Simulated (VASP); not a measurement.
Here is a VASP 6.6.1 calculation.

File POSCAR:

```
AlN
1.0
    0.0000000000      2.1839935596      2.1839935596
    2.1839935596      0.0000000000      2.1839935596
    2.1839935596      2.1839935596      0.0000000000
Al N
1 1
Direct
    0.0000000000      0.0000000000      0.0000000000
    0.2500000000      0.2500000000      0.2500000000
```

INCAR.step1

```
SYSTEM = AlN
PREC = Accurate
ENCUT = 520
EDIFF = 1E-5
ISMEAR = -1
SIGMA = 0.05
LREAL = .False.
LASPH = .True.
NELM = 80
ALGO = Normal
ISIF = 2
LWAVE = .True.
LCHARG = .False.
NBANDS = 11
GGA = PE
```

The input INCAR.step2:

```
SYSTEM = AlN
PREC = Accurate
ENCUT = 520
EDIFF = 1E-6
ISMEAR = -1
SIGMA = 0.05
LREAL = .False.
LASPH = .True.
NELM = 80
ALGO = Normal
ISIF = 2
LWAVE = .False.
LCHARG = .False.
GGA = PE
LHFCALC = .True.
AEXX = 1.0
ALDAC = 0.0
AGGAC = 0.0
PRECFOCK = Normal
NBANDS = 11
ISTART = 1
```

The input KPOINTS:

```
Automatic mesh
0
Gamma
  5 5 5
  0 0 0
```

Potentials or basis: VASP PAW PBE potentials, release 64 (Al, N).

The run is started by

```sh
$ cat potpaw_PBE.64/Al/POTCAR potpaw_PBE.64/N/POTCAR > POTCAR
$ cp INCAR.step1 INCAR
$ mpirun -np 1 vasp_std > vasp.out
$ cp INCAR.step2 INCAR
$ mpirun -np 1 vasp_std > vasp.out
```

Task: What does it give for the pressure?

Result: -1.6 GPa.

Task: What does it give for the band gap on the k mesh?

Result: 12.40 eV, direct.

Caveat: the k points lie up to 0.50 Å⁻¹ apart; the PAW data sets were made with another functional, which shifts forces and pressure a little.
